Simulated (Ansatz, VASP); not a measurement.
# One calculation of Ti, two programs

```
Ti
1.0
     2.95000    0.00000    0.00000
    -1.47500    2.55477    0.00000
     0.00000    0.00000    4.68000
Ti
2
Direct
  0.66667 0.33333 0.75000
  0.33333 0.66667 0.25000
```

Alike in both runs: task single point; functional PBE; k mesh 10 × 10 × 6; occupations gaussian, width 0.022 eV; no spin polarisation.

```csv
,VASP,Ansatz
version,VASP 6.6.1,Ansatz 0.2.0
potentials or method,"VASP PAW PBE potentials, release 64 (Ti_sv), cutoff 500 eV","all-electron LAPW, scalar-relativistic"
```

```csv
,VASP,Ansatz,Ansatz less VASP
gap on the k mesh at the Fermi level (eV),none,none,-
pressure (GPa),-1.7,-1.4,+0.26
"traceless stress, the component that is largest in VASP (GPa)",-0.18,-0.17,+0.011
```

A gap of «none» marks a metal or a gap that the smearing closes. Ansatz ran all-electron here, and VASP with PAW potentials.
